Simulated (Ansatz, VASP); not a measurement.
# BeZn2O3 in VASP and in Ansatz

```xyz
6
Lattice="3.4848 0.0000 0.0000 -1.7424 3.0179 0.0000 0.0000 0.0000 8.2634" Properties=species:S:1:pos:R:3 pbc="T T T"
Be    0.0000    0.0000    0.0000
Zn    0.0000    0.0000    5.8980
Zn    0.0000    0.0000    2.3654
O     0.0000    2.0120    0.0000
O     1.7424    1.0060    0.0000
O     0.0000    0.0000    4.1317
```

Alike in both runs: functional PBE; k mesh 4 × 4 × 2; occupations gaussian, width 0.15 eV; no spin polarisation.

Ansatz relaxed the structure, and its values are those at the end. VASP's run is a single point on that final structure, the one shown.

|  | VASP | Ansatz |
| --- | --- | --- |
| version | VASP 6.6.1 | Ansatz 0.2.0 |
| potentials or method | VASP PAW PBE potentials, release 64 (Be, Zn, O), cutoff 600 eV | scalar-relativistic, plane waves, PAW |
| valence electrons in the cell | 44 | 44 |

VASP gave:

| Quantity | Value |
| --- | --- |
| gap on the k mesh at the Fermi level (eV) | none |
| pressure (GPa) | 0.2 |
| rms of the force components (eV/Å) | 0.056 |

Task: Which values does Ansatz return?

Result: gap on the k mesh at the Fermi level (eV): none; pressure (GPa): 0.0; rms of the force components (eV/Å): 0.003.

A gap of «none» marks a metal or a gap that the smearing closes. With one functional, cell and mesh, what is left measures potentials, basis and numerics.

The k mesh is coarse, so the values compare programs but aren't converged.
